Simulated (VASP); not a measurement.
Set up this calculation in VASP 6.6.1, as the native input.

| Property | Result |
| --- | --- |
| Task | relaxation of the atoms |
| Functional | r2SCAN |
| Potentials or basis | VASP PAW PBE potentials, release 64 (Zn, O) |
| Cutoff | 520 eV |
| k mesh | 12 × 12 × 6 |
| Occupations | gaussian, width 0.02 eV |
| Spin | no spin polarisation |
| Dipole correction | no |
| Further INCAR settings | ALGO = Normal; EDIFF = 1e-06; IBRION = 2; EDIFFG = -0.008; NSW = 60 |

Crystal: ZnO.

```
Zn O
1.0
     3.23487    0.00000    0.00000
    -1.61743    2.80148    0.00000
     0.00000    0.00000    5.42080
Zn O
2 2
Cartesian
  1.6174 0.9338 2.7253
  0.0000 1.8677 0.0149
  1.6174 0.9338 4.7571
  0.0000 1.8677 2.0467
```

This cell differs from its parent crystal: strain along c alone, the other axes held: +4.0 %.

These files were run (other wordings do the same):

POSCAR

```
ZnO
1.0
    3.2348692153      0.0000000000      0.0000000000
   -1.6174346076      2.8014789184      0.0000000000
    0.0000000000      0.0000000000      5.4208039998
Zn O
2 2
Direct
    0.6666666667      0.3333333333      0.5027552805
    0.3333333333      0.6666666667      0.0027552805
    0.6666666667      0.3333333333      0.8775547195
    0.3333333333      0.6666666667      0.3775547195
```

INCAR.step1

```
ALGO = Normal ; EDIFF = 1E-4
ENCUT = 520 ; GGA = PE
ISMEAR = 0 ; LASPH = True
LCHARG = False ; LREAL = False
LWAVE = True ; NELM = 60
PREC = Accurate ; SIGMA = 0.02
```

INCAR.step2

```
ALGO = Normal ; EDIFF = 1E-6
EDIFFG = -0.008 ; ENCUT = 520
IBRION = 2 ; ISIF = 2
ISMEAR = 0 ; ISTART = 1
LASPH = True ; LCHARG = False
LMIXTAU = True ; LREAL = False
LWAVE = False ; METAGGA = R2SCAN
NELM = 60 ; NSW = 60
PREC = Accurate ; SIGMA = 0.02
```

KPOINTS

```
k-points
0
Gamma
  12 12 6
```

Potentials or basis: VASP PAW PBE potentials, release 64 (Zn, O).

Launch:

```console
$ cat potpaw_PBE.64/Zn/POTCAR potpaw_PBE.64/O/POTCAR > POTCAR
$ cp INCAR.step1 INCAR
$ mpirun -np 1 vasp_std > vasp.out
$ cp INCAR.step2 INCAR
$ mpirun -np 1 vasp_std > vasp.out
```

It gave:

* Energy gained by relaxing: 0.7 meV/atom
* Ionic steps: 3
* Pressure after relaxing: -4.6 GPa
* Band gap on the k mesh: 1.11 eV

Caveat: the cell differs from its parent crystal (strain along c alone, the other axes held: +4.0 %); the PAW data sets were made with another functional, which shifts forces and pressure a little.

Run time: 5.6 min on 1 thread of Oxide Virtual Turin-like Processor, with other jobs on the host, peak memory 0.18 GiB.
